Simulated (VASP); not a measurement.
CuAu, 2 atoms in the cell. It takes space group P4/mmm (No. 123, tetragonal). The conventional cell has a = 2.800 Å, b = 2.800 Å, c = 3.670 Å, α = 90.00°, β = 90.00°, γ = 90.00°. Cu (site symmetry 4/mmm) has 8 Au at 2.70 Å and 4 Cu at 2.80 Å within 3.6 Å. Au (site symmetry 4/mmm) has 8 Cu at 2.70 Å and 4 Au at 2.80 Å within 3.6 Å. 

```yaml
Program: VASP 6.6.1
Task: single point
Functional: RPBE
Potentials_or_basis: VASP PAW PBE potentials, release 64 (Cu, Au)
Cutoff: 520 eV
k_mesh: 6 × 6 × 4
Occupations: methfessel-paxton, width 0.0057 eV
Spin: no spin polarisation
Dipole_correction: no
Further_INCAR_settings: ALGO = Fast; EDIFF = 1e-06; NBANDS = 18
```

Potentials or basis: VASP PAW PBE potentials, release 64 (Cu, Au).

Run with:

```console
$ cat potpaw_PBE.64/Cu/POTCAR potpaw_PBE.64/Au/POTCAR > POTCAR
$ mpirun -np 1 vasp_std > vasp.out
```

Hardware: 1 thread of Intel(R) Xeon(R) Platinum 8488C (Sapphire Rapids), on a shared host.

Task: How long does it take, and how much memory?

Result: Run time: 15 s on 1 thread of Intel(R) Xeon(R) Platinum 8488C (Sapphire Rapids), on a shared host, peak memory 0.15 GiB. Counts: scf iterations 16, k points 30.
